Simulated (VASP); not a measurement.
A run of VASP 6.6.1 is set up as follows.

Contents of INCAR:

```
SYSTEM = LiCoCl3
PREC = Accurate
ENCUT = 750
EDIFF = 1E-6
ISMEAR = 0
SIGMA = 0.01
LREAL = .False.
LASPH = .True.
NELM = 200
ALGO = Normal
ISIF = 2
LWAVE = .False.
LCHARG = .False.
ISPIN = 2
MAGMOM = 0 2.75 0 0 0
LORBIT = 11
LMAXMIX = 4
GGA = PE
NBANDS = 28
GGA_COMPAT = .False.
```

KPOINTS

```
Automatic mesh
0
Gamma
  8 8 6
  0 0 0
```

POSCAR

```
LiCoCl3
1.0
    4.4203512408      0.0000000000      0.0000000000
    0.0000000000      4.4203512408      0.0000000000
    0.0000000000      0.0000000000      6.1339567535
Li Co Cl
1 1 3
Direct
    0.5000000000      0.5000000000      0.5635242546
    0.0000000000      0.0000000000      0.2132987653
    0.5000000000      0.5000000000      0.9295923873
    0.0000000000      0.5000000000      0.3767922964
    0.5000000000      0.0000000000      0.3767922964
```

Potentials or basis: VASP PAW PBE potentials, release 64 (Li_sv, Co, Cl).

Launch:

```console
$ cat potpaw_PBE.64/Li_sv/POTCAR potpaw_PBE.64/Co/POTCAR potpaw_PBE.64/Cl/POTCAR > POTCAR
$ mpirun -np 1 vasp_std > vasp.out
```

**Question.** Estimate the pressure.

**Answer.** 0.0 GPa.

**Question.** Estimate the net moment.

**Answer.** 3.00 μB per cell.

**Question.** Estimate the band gap on the k mesh.

**Answer.** 0.24 eV (least direct gap 0.32 eV).

**Question.** Predict the largest force.

**Answer.** 0.009 eV/Å.

Forces on the atoms (eV/Å):
```
Li   0.000  0.000 -0.009
Co   0.000  0.000  0.004
Cl   0.000  0.000 -0.003
Cl   0.000  0.000  0.004
Cl   0.000  0.000  0.004
```

Caveat: a cell with one magnetic atom can't hold antiferromagnetic order, which such compounds often take. A k mesh can miss the band edges.
